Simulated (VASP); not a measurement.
# Ti3Al (P-6m2) in VASP: further runs

The runs below take Ti3Al through single point, with PBEsol.

All numbers are computed with VASP 6.6.1; they aren't measurements. Logs are shortened: lines on timing, memory, paths and dates and some standing lists are left out, and cuts for length are marked.

## Step 1: The cell of the first run

Symmetry: P-6m2, No. 187, hexagonal system. Conventional cell: a = 2.971 Å, b = 2.971 Å, c = 9.376 Å, α = 90.00°, β = 90.00°, γ = 120.00°. Ti (site symmetry -6m2) has 12 Ti at 2.90 to 2.97 Å within 3.8 Å. Within 3.8 Å of Ti (site symmetry 3m) lie 9 Ti at 2.90 to 2.97 Å and 3 Al at 2.91 Å. Al (site symmetry -6m2) has 6 Ti at 2.91 Å and 6 Al at 2.97 Å within 3.8 Å.

## Step 2: Single point, PBEsol (17.91 Å³/atom)

Input file INCAR:

```
SYSTEM = Ti3Al
PREC = Accurate
ENCUT = 520
EDIFF = 1E-7
ISMEAR = 0
SIGMA = 0.15
LREAL = .FALSE.
LASPH = .TRUE.
NELM = 100
ALGO = Fast
ISIF = 2
LWAVE = .FALSE.
LCHARG = .FALSE.
GGA = PS
NBANDS = 28
```

Input file KPOINTS:

```
Automatic mesh
0
G
  18 18 6
  0 0 0
```

Input file POSCAR:

```
Ti3Al
1.0
    2.9706963103      0.0000000000      0.0000000000
   -1.4853481551      2.5726984717      0.0000000000
    0.0000000000      0.0000000000      9.3757369886
Ti Al
3 1
Direct
    0.6666666667      0.3333333333      0.0000000000
    0.3333333333      0.6666666667      0.7511732072
    0.3333333333      0.6666666667      0.2488267928
    0.6666666667      0.3333333333      0.5000000000
```

Potentials or basis: VASP PAW PBE potentials, release 64 (Ti_sv, Al).

Started as:

```
$ cat potpaw_PBE.64/Ti_sv/POTCAR potpaw_PBE.64/Al/POTCAR > POTCAR
$ mpirun -np 1 vasp_std > vasp.out
```

OUTCAR:

```text
SYSTEM = Ti3Al
   PREC = Accurate
   ENCUT = 520
   EDIFF = 1E-7
   ISMEAR = 0
   LREAL = .FALSE.
   LASPH = .TRUE.
   NELM = 100
   ISIF = 2
   GGA = PS

 ion  position               nearest neighbor table
   1  0.667  0.333  0.000-   2 2.90   3 2.90   2 2.90   3 2.90   2 2.90   3 2.90
   2  0.333  0.667  0.751-   1 2.90   1 2.90   1 2.90   4 2.91   4 2.91   4 2.91
   3  0.333  0.667  0.249-   1 2.90   1 2.90   1 2.90   4 2.91   4 2.91   4 2.91
   4  0.667  0.333  0.500-   2 2.91   3 2.91   2 2.91   3 2.91   2 2.91   3 2.91

  LATTYP: Found a hexagonal cell.
 ALAT       =     2.9706963103
 C/A-ratio  =     3.1560738659

  Lattice vectors:

 A1 = (   2.9706963103,   0.0000000000,   0.0000000000)
 A2 = (  -1.4853481551,   2.5726984717,   0.0000000000)
 A3 = (   0.0000000000,   0.0000000000,   9.3757369886)

Analysis of symmetry for initial positions (statically):
=====================================================================
 Subroutine PRICEL returns:
 Original cell was already a primitive cell.

 Routine SETGRP: Setting up the symmetry group for a
 hexagonal supercell.

 Subroutine GETGRP returns: Found 12 space group operations
 (whereof 12 operations were pure point group operations)
 out of a pool of 24 trial point group operations.

The static configuration has the point symmetry D_3h.

Analysis of symmetry for dynamics (positions and initial velocities):
=====================================================================
 Subroutine PRICEL returns:
 Original cell was already a primitive cell.

 Routine SETGRP: Setting up the symmetry group for a
 hexagonal supercell.

 Subroutine GETGRP returns: Found 12 space group operations
 (whereof 12 operations were pure point group operations)
 out of a pool of 24 trial point group operations.

The dynamic configuration has the point symmetry D_3h.

 Subroutine INISYM returns: Found 12 space group operations
 (whereof 12 operations are pure point group operations),
 and found     1 'primitive' translations

----------------------------------------------------------------------------------------

                                     Primitive cell

  volume of cell :      71.6560

  direct lattice vectors                    reciprocal lattice vectors
     2.970696310  0.000000000  0.000000000     0.336621417  0.194348465  0.000000000
    -1.485348155  2.572698472  0.000000000     0.000000000  0.388696931  0.000000000
     0.000000000  0.000000000  9.375736989     0.000000000  0.000000000  0.106658282

  length of vectors
     2.970696310  2.970696310  9.375736989     0.388696931  0.388696931  0.106658282

  position of ions in fractional coordinates (direct lattice)
     0.666666667  0.333333333  0.000000000
     0.333333333  0.666666667  0.751173207
     0.333333333  0.666666667  0.248826793
     0.666666667  0.333333333  0.500000000

  ion indices of the primitive-cell ions
   primitive index   ion index
                 1           1
                 2           2
                 3           3
                 4           4

----------------------------------------------------------------------------------------

 KPOINTS: Automatic mesh

Automatic generation of k-mesh.
 Grid dimensions read from file:
 generate k-points for:   18   18    6

 Generating k-lattice:

  Cartesian coordinates                     Fractional coordinates (reciprocal lattice)
     0.018701190  0.010797137  0.000000000     0.055555556  0.000000000  0.000000000
     0.000000000  0.021594274  0.000000000     0.000000000  0.055555556  0.000000000
     0.000000000  0.000000000  0.017776380     0.000000000  0.000000000  0.166666667

  Length of vectors
     0.021594274  0.021594274  0.017776380

  Shift w.r.t. Gamma in fractional coordinates (k-lattice)
     0.000000000  0.000000000  0.000000000

 Subroutine IBZKPT returns following result:
 ===========================================

 Found    148 irreducible k-points:

 Following reciprocal coordinates:
            Coordinates               Weight
  0.000000  0.000000  0.000000      1.000000
  0.055556 -0.000000  0.000000      6.000000
  0.111111 -0.000000  0.000000      6.000000
  0.166667  0.000000  0.000000      6.000000
  0.222222 -0.000000  0.000000      6.000000
  0.277778  0.000000  0.000000      6.000000
[... 16 lines left out ...]
  0.333333  0.111111  0.000000     12.000000
  0.388889  0.111111  0.000000     12.000000
 [... further k-points ...]
   k-points           NKPTS =    148   k-points in BZ     NKDIM =    148   number of bands    NBANDS=     28
   number of dos      NEDOS =    301   number of ions     NIONS =      4
   total plane-waves  NPLWV =  40320
   dimension x,y,z NGX =    24 NGY =   24 NGZ =   70
   dimension x,y,z NGXF=    48 NGYF=   48 NGZF=  140
   ions per type =               3   1
   NGX,Y,Z   is equivalent  to a cutoff of  13.43, 13.43, 12.41 a.u.
   NGXF,Y,Z  is equivalent  to a cutoff of  26.86, 26.86, 24.82 a.u.
 SYSTEM =  Ti3Al
   PREC   = accura    normal or accurate (medium, high low for compatibility)
   ISTART =      0    job   : 0-new  1-cont  2-samecut
   ICHARG =      2    charge: 1-file 2-atom 10-const
   ISPIN  =      1    spin polarized calculation?
   LNONCOLLINEAR =      F non collinear calculations
   LSORBIT =      F    spin-orbit coupling
   LASPH  =      T    aspherical Exc in radial PAW
   ENCUT  =  520.0 eV  38.22 Ry    6.18 a.u.   5.52  5.52 17.43*2*pi/ulx,y,z
   NELM   =    100;   NELMIN=  2; NELMDL= -5     # of ELM steps
   EDIFF  = 0.1E-06   stopping-criterion for ELM
   LREAL  =      F    real-space projection
   EDIFFG = 0.1E-05   stopping-criterion for IOM
   NSW    =      0    number of steps for IOM
   IBRION =     -1    ionic relax: 0-MD 1-quasi-New 2-CG
   NFREE  =      0    steps in history (QN), initial steepest desc. (CG)
   ISIF   =      2    stress and relaxation
   ISYM   =      2    0-nonsym 1-usesym 2-fastsym
   POTIM  = 0.5000    time-step for ionic-motion
   TEBEG  =    0.0;   TEEND  =   0.0 temperature during run
   PSTRESS=    0.0 pullay stress
   NELECT =      39.0000    total number of electrons
   NUPDOWN=      -1.0000    fix difference up-down
   EMIN   =  10.00;   EMAX   =-10.00  energy-range for DOS
   EFERMI =   0.00;   METHOD = LEGACY
   ISMEAR =     0;   SIGMA  =   0.15  broadening in eV -4-tet -1-fermi 0-gaus
   EFERMI_NEDOS =   21; number of points for ismear=-14 and -15
   IALGO  =     68    algorithm
   IMIX   =      4    mixing-type and parameters
     AMIX     =   0.40;   BMIX     =  1.00
     AMIX_MAG =   1.60;   BMIX_MAG =  1.00
  volume/ion in A,a.u.               =      17.91       120.89
  Fermi-wavevector in a.u.,A,eV,Ry     =   1.336633  2.525870 24.308002  1.786588
  Thomas-Fermi vector in A             =   2.465244
   LORBIT       =      0    0 simple, 1 ext, 2 COOP (PROOUT), +10 PAW based schemes
   GGA     = PS    functional components
   LHFCALC =     F    Hartree Fock is set to
   AEXX    =    0.0000 exact exchange contribution
   IVDW    =     0    specifies the selected vdW correction
   LEPSILON=     F    determine dielectric tensor
   LRPA    =     F    only Hartree local field effects (RPA)
 non-spin polarized calculation
 RMM-DIIS sequential band-by-band and
 Gauss-broadening in eV      SIGMA  =   0.15
  energy-cutoff  :      520.00
  volume of cell :       71.66
 maximum number of plane-waves:      1973
 NGX is ok and might be reduce to    24
   NGX = 11   NGY = 11   NGZ = 35

 number of electron      39.0000002 magnetization

 Free energy of the ion-electron system (eV)
  ---------------------------------------------------
  ext. energy  EPLUGINS =         0.00000000
  ---------------------------------------------------
  free energy    TOTEN  =       -29.50426363 eV

  energy without entropy =      -29.45903968  energy(sigma->0) =      -29.48165166

 E-fermi :   7.4257     XC(G=0): -11.1093

 val. band max:        7.4255456081   @ k =   0.3333   0.2222   0.0000
 cond. band min:       7.4317823094   @ k =   0.3333   0.2222   0.3333
 fundamental gap:      0.0062367013
 Fermi energy:         7.4256719243

 k-point     1 :       0.0000    0.0000    0.0000
  band No.  band energies     occupation
      1     -49.1594      2.00000
      2     -49.1199      2.00000
      3     -49.0675      2.00000
      4     -25.7404      2.00000
      5     -25.5268      2.00000
      6     -25.2661      2.00000
[... 20 lines left out ...]
     27       9.4083      0.00000
     28       9.9893      0.00000

 k-point     2 :       0.0556   -0.0000    0.0000
  band No.  band energies     occupation
      1     -49.1569      2.00000
      2     -49.1180      2.00000
      3     -49.0662      2.00000
      4     -25.7359      2.00000
      5     -25.5268      2.00000
      6     -25.2729      2.00000
[... 20 lines left out ...]
     27       9.3791      0.00000
     28       9.9665      0.00000

 k-point     3 :       0.1111   -0.0000    0.0000
  band No.  band energies     occupation
      1     -49.1496      2.00000
      2     -49.1126      2.00000
      3     -49.0626      2.00000
      4     -25.7227      2.00000
      5     -25.5276      2.00000
      6     -25.2970      2.00000
[... 20 lines left out ...]
     27       9.3123      0.00000
     28       9.9205      0.00000

 k-point     4 :       0.1667    0.0000    0.0000
  band No.  band energies     occupation
      1     -49.1384      2.00000
      2     -49.1042      2.00000
      3     -49.0572      2.00000
      4     -25.7026      2.00000
      5     -25.5325      2.00000
      6     -25.3417      2.00000
[... 578 lines left out ...]
     27      10.0931      0.00000
     28      10.1983      0.00000

 k-point    23 :       0.3333    0.1111    0.0000
  band No.  band energies     occupation
      1     -49.0760      2.00000
      2     -49.0620      2.00000
      3     -49.0353      2.00000
      4     -25.6544      2.00000
      5     -25.6505      2.00000
      6     -25.5534      2.00000
[... 20 lines left out ...]
     27      10.1872      0.00000
     28      10.3961      0.00000

 k-point    24 :       0.3889    0.1111    0.0000
  band No.  band energies     occupation
      1     -49.0667      2.00000
      2     -49.0569      2.00000
      3     -49.0342      2.00000
      4     -25.6809      2.00000
      5     -25.6661      2.00000
      6     -25.5798      2.00000
[... 20 lines left out ...]
     27      10.2253      0.00000
     28      10.5848      0.00000

 [... further k-points ...]

------------------------ aborting loop because EDIFF is reached ----------------------------------------

  FORCE on cell =-STRESS in cart. coord.  units (eV):
  Direction    XX          YY          ZZ          XY          YZ          ZX
  --------------------------------------------------------------------------------------
  -------------------------------------------------------------------------------------
  Total       -3.3991471     -3.3991471     -3.6834756     -0.0000000      0.0000000     -0.0000000
  in kB      -76.0025185    -76.0025185    -82.3599008     -0.0000000      0.0000000     -0.0000000
  external PRESSURE =     -78.1216460 kB  Pullay stress =       0.0000000 kB

 VOLUME and BASIS-vectors are now :
 -----------------------------------------------------------------------------
  energy-cutoff  :      520.00
  volume of cell :       71.66
      direct lattice vectors                 reciprocal lattice vectors
     2.970696310  0.000000000  0.000000000     0.336621417  0.194348465  0.000000000
    -1.485348155  2.572698472  0.000000000     0.000000000  0.388696931  0.000000000
     0.000000000  0.000000000  9.375736989     0.000000000  0.000000000  0.106658282

 POSITION                                       TOTAL-FORCE (eV/Angst)
 -----------------------------------------------------------------------------------
      1.48535      0.85757      0.00000        -0.000000      0.000000      0.000000
     -0.00000      1.71513      7.04280         0.000000      0.000000      0.057859
     -0.00000      1.71513      2.33293         0.000000     -0.000000     -0.057859
      1.48535      0.85757      4.68787        -0.000000      0.000000      0.000000
 -----------------------------------------------------------------------------------
    total drift:                                0.000000     -0.000000      0.000000

  FREE ENERGIE OF THE ION-ELECTRON SYSTEM (eV)
  ---------------------------------------------------
  free  energy   TOTEN  =       -29.5042636281 eV

  energy  without entropy=      -29.4590396838  energy(sigma->0) =      -29.48165166
```

It took 15 min on 1 thread of Intel Xeon Platinum 8375C at 2.90GHz (Ice Lake), shared host; peak memory 0.37 GiB.

Results:

```yaml
Free_energy: -29.5043 eV
Pressure: -7.8 GPa
Largest_force: 0.058 eV/Å
Band_gap_on_the_k_mesh: zero (an odd number of electrons rules out a gap without spin polarisation)
```

Forces in eV/Å, atoms in the order of the input:
```
Ti   0.000  0.000  0.000
Ti   0.000  0.000  0.058
Ti   0.000  0.000 -0.058
Al   0.000  0.000  0.000
```

Levels at points of the mesh, in eV from the Fermi level:
```
           k point  band 17  band 18  band 19  band 20  band 21  band 22  band 23  band 24
(0.00, 0.00, 0.00)    -0.77     0.43     0.71     0.80     0.80     0.88     0.88     1.17
(0.50, 0.00, 0.00)    -1.38    -1.14    -0.61    -0.42     0.86     0.92     1.06     1.65
(0.00, 0.00, 0.50)    -0.98     0.40     0.75     0.80     0.80     0.87     0.87     1.18
(0.50, 0.00, 0.50)    -1.49    -1.13    -0.87    -0.10     0.82     0.82     1.01     1.76
```

Caveat: the cell stands under tension; the PAW data sets were made with another functional, which shifts forces and pressure a little.

## Step 3: Single point, PBEsol (16.59 Å³/atom)

This run uses another cell than the first one, of 16.59 Å³/atom.

Input file INCAR:

```
  PREC = Accurate
  ENCUT = 520
  EDIFF = 1E-7
  ISMEAR = 0
  SIGMA = 0.15
  LREAL = False
  LASPH = True
  NELM = 100
  ALGO = Fast
  ISIF = 2
  LWAVE = False
  LCHARG = False
  GGA = PS
  NBANDS = 28
```

Input file KPOINTS:

```
regular mesh
0
Gamma
  18 18 6
```

Input file POSCAR:

```
Ti3Al
1.0
    2.7250560078      0.0000000000      0.0000000000
   -1.3625280039      2.3599677295      0.0000000000
    0.0000000000      0.0000000000     10.3170620455
Ti Al
3 1
Direct
    0.6666666667      0.3333333333      0.0000000000
    0.3333333333      0.6666666667      0.7511732072
    0.3333333333      0.6666666667      0.2488267928
    0.6666666667      0.3333333333      0.5000000000
```

Potentials or basis: VASP PAW PBE potentials, release 64 (Ti_sv, Al).

Started as:

```
$ cat potpaw_PBE.64/Ti_sv/POTCAR potpaw_PBE.64/Al/POTCAR > POTCAR
$ mpirun -np 1 vasp_std > vasp.out
```

It took 15 min on 1 thread of AMD EPYC 9R45 (Zen 5), shared host; peak memory 0.3 GiB.

The run converged. Its results:

```
Free energy            : -29.0684 eV
Pressure               : -0.2 GPa
Largest force          : 0.521 eV/Å
Band gap on the k mesh : zero (an odd number of electrons rules out a gap without spin polarisation)
```

Forces in eV/Å, atoms in the order of the input:
```
Ti   0.000  0.000  0.000
Ti   0.000  0.000 -0.521
Ti   0.000  0.000  0.521
Al   0.000  0.000  0.000
```

Stress tensor (GPa, compression positive):
```
  6.30   0.00   0.00
  0.00   6.30   0.00
  0.00   0.00 -13.18
```

Levels at points of the mesh, in eV from the Fermi level:
```csv
k point,band 17,band 18,band 19,band 20,band 21,band 22
"(0.00, 0.00, 0.00)",-2.03,-0.49,-0.23,1.14,1.14,1.19
"(0.50, 0.00, 0.00)",-1.77,-1.66,-0.82,-0.45,1.13,1.14
"(0.00, 0.00, 0.50)",-1.91,-0.50,-0.22,1.14,1.14,1.19
"(0.50, 0.00, 0.50)",-1.80,-1.41,-1.33,0.38,0.57,0.76
```

Caveat: the PAW data sets were made with another functional, which shifts forces and pressure a little.

## Step 4: Single point, PBEsol (16.59 Å³/atom)

This run uses another cell than the first one, of 16.59 Å³/atom.

Input file INCAR:

```
ALGO = Fast ; EDIFF = 1E-6
ENCUT = 520 ; GGA = PS
ISIF = 2 ; ISMEAR = 0
LASPH = True ; LCHARG = True
LELF = True ; LREAL = False
LVHAR = True ; LWAVE = False
NBANDS = 28 ; NELM = 60
PREC = Accurate ; SIGMA = 0.15
```

Input file KPOINTS:

```
k-points
0
Gamma
  18 18 6
```

Input file POSCAR:

```
Ti3Al
1.0
    3.0149663573      0.0000000000      0.0000000000
   -1.5074831786      2.6110374570      0.0000000000
    0.0000000000      0.0000000000      8.4283384517
Ti Al
3 1
Direct
    0.6666666667      0.3333333333      0.0000000000
    0.3333333333      0.6666666667      0.7511732072
    0.3333333333      0.6666666667      0.2488267928
    0.6666666667      0.3333333333      0.5000000000
```

Started as:

```
$ cat potpaw_PBE.64/Ti_sv/POTCAR potpaw_PBE.64/Al/POTCAR > POTCAR
$ mpirun -np 1 vasp_std > vasp.out
```

Wall time 14 min (1 thread of AMD EPYC 9R45 (Zen 5), shared host); peak memory 0.31 GiB.

It converged, with:

```yaml
Free_energy: -29.3155 eV
Pressure: 1.4 GPa
Largest_force: 0.088 eV/Å
Band_gap_on_the_k_mesh: zero (an odd number of electrons rules out a gap without spin polarisation)
```

Forces on the atoms (eV/Å):
```
Ti   0.000  0.000  0.000
Ti   0.000  0.000  0.088
Ti   0.000  0.000 -0.088
Al   0.000  0.000  0.000
```

Stress tensor (GPa, compression positive):
```
-4.50  0.00  0.00
 0.00 -4.50  0.00
 0.00  0.00 13.31
```

Levels at points of the mesh, in eV from the Fermi level:
| k point | band 18 | band 19 | band 20 | band 21 | band 22 | band 23 |
| --- | --- | --- | --- | --- | --- | --- |
| (0.00, 0.00, 0.00) | 0.53 | 0.53 | 0.59 | 0.59 | 1.19 | 1.19 |
| (0.50, 0.00, 0.00) | -0.94 | -0.56 | -0.29 | 0.44 | 1.20 | 1.39 |
| (0.00, 0.00, 0.50) | 0.54 | 0.54 | 0.57 | 0.57 | 1.22 | 1.22 |
| (0.50, 0.00, 0.50) | -1.15 | -0.73 | -0.24 | 0.36 | 1.35 | 1.53 |

Caveat: the PAW data sets were made with another functional, which shifts forces and pressure a little.

## Step 5: Overview

```tsv
cell	further INCAR settings	gap on the mesh (eV)	pressure (GPa)	largest force (eV/Å)
a = 2.971, b = 2.971, c = 9.376 Å, angles 90.0, 90.0, 120.0°, 4 atoms	ALGO = Fast; EDIFF = 1e-07; NBANDS = 28	none	-7.8	0.06
a = 2.725, b = 2.725, c = 10.317 Å, angles 90.0, 90.0, 120.0°, 4 atoms	ALGO = Fast; EDIFF = 1e-07; NBANDS = 28	none	-0.2	0.52
a = 3.015, b = 3.015, c = 8.428 Å, angles 90.0, 90.0, 120.0°, 4 atoms	ALGO = Fast; EDIFF = 1e-06; NBANDS = 28	none	1.4	0.09
```

Alike in all rows: task single point; level PBEsol; potentials or basis VASP PAW PBE potentials, release 64 (Ti_sv, Al); no spin polarisation; k mesh 18 × 18 × 6; cutoff (eV) 520; smearing gaussian 0.15 eV.

Caveats: the PAW data sets were made with another functional, which shifts forces and pressure a little; the cell stands under tension (at least some runs).

Total energies depend on the potentials used, so only differences within one code and one set of settings carry meaning.
